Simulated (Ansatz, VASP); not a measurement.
# LiTa3O4: VASP beside Ansatz

Contents of INCAR:

```
SYSTEM = LiTa3O4
  ALGO = Normal
  EDIFF = 1E-6
  EDIFFG = -0.08
  ENCUT = 600
  GGA = PE
  IBRION = 2
  ISIF = 3
  ISMEAR = 0
  LASPH = .True.
  LCHARG = .False.
  LREAL = .False.
  LWAVE = .False.
  NELM = 60
  NSW = 36
  PREC = Accurate
  SIGMA = 0.2
```

Contents of KPOINTS:

```
k-points
0
Gamma
  5 5 2
  0 0 0
```

POSCAR

```
LiTa3O4
1.0
    3.1008833400      0.0000000000      0.0000000000
    0.0000000000      3.1035513600      0.0000000000
    0.0000000000      0.0000000000      8.5621131100
Li Ta O
1 3 4
Direct
    0.5000000000      0.5000000000      0.5000000000
    0.0000000000      0.0000000000      0.7020079500
    0.0000000000      0.0000000000      0.2979920500
    0.5000000000      0.0000000000      0.0000000000
    0.0000000000      0.5000000000      0.1080094100
    0.5000000000      0.5000000000      0.2237904400
    0.0000000000      0.5000000000      0.8919905900
    0.5000000000      0.5000000000      0.7762095600
```

Input for Ansatz:

```yaml
crystal:
  lattice:
    - [3.10088334, 0.0, 0.0]
    - [0.0, 3.10355136, 0.0]
    - [0.0, 0.0, 8.56211311]
  atoms:
    - { symbol: Li, position: [0.5, 0.5, 0.5] }
    - { symbol: Ta, position: [0.0, 0.0, 0.70200795] }
    - { symbol: Ta, position: [0.0, 0.0, 0.29799205] }
    - { symbol: Ta, position: [0.5, 0.0, 0.0] }
    - { symbol: O, position: [0.0, 0.5, 0.10800941] }
    - { symbol: O, position: [0.5, 0.5, 0.22379044] }
    - { symbol: O, position: [0.0, 0.5, 0.89199059] }
    - { symbol: O, position: [0.5, 0.5, 0.77620956] }
basis:
  ecutwfc: 420
kpoints:
  mp_grid: { grid: [5, 5, 2] }
hamiltonian:
  xc: pbe
scf:
  occupations: { method: gaussian, width: 0.2 }
  lower_state_search: "off"
output:
  forces: true
  stress: true
  eigenvalues: true
relax:
  adjacent_minimum: "off"
  f_tol: 0.08
  max_steps: 16
  cell: { stress_tol: 0.8 }
```

Change from the starting cell: species swapped into the AlCr3B4 type (Pmmm, No. 47).

Alike in both runs: task relaxation of cell and atoms; functional PBE; k mesh 5 × 5 × 2; occupations gaussian, width 0.2 eV; no spin polarisation.

|  | VASP | Ansatz |
| --- | --- | --- |
| version | VASP 6.6.1 | Ansatz 0.2.0 |
| potentials or method | VASP PAW PBE potentials, release 64 (Li_sv, Ta_pv, O), cutoff 600 eV | scalar-relativistic, plane waves, PAW |
| valence electrons in the cell | 60 | 66 |

VASP gave:

| Quantity | Value |
| --- | --- |
| gap on the k mesh at the Fermi level, each at its own relaxed structure (eV) | none |
| relaxed volume (Å³/atom) | 11.31 |
| relaxed cell length with the largest relative difference (Å) | 10.472 |

Task: Estimate Ansatz's values.

Result: gap on the k mesh at the Fermi level, each at its own relaxed structure (eV): none; relaxed volume (Å³/atom): 11.38; relaxed cell length with the largest relative difference (Å): 10.537.

A gap of «none» marks a metal or a gap that the smearing closes. VASP's potentials hold 60 valence electrons a cell and Ansatz's 66, so a difference there can come from the potentials and not from the codes.

The k mesh is coarse, so the values compare programs but aren't converged. Spin-orbit coupling is off throughout. Noted on VASP's run: the cutoff is short for stress, so the pressure is rough.
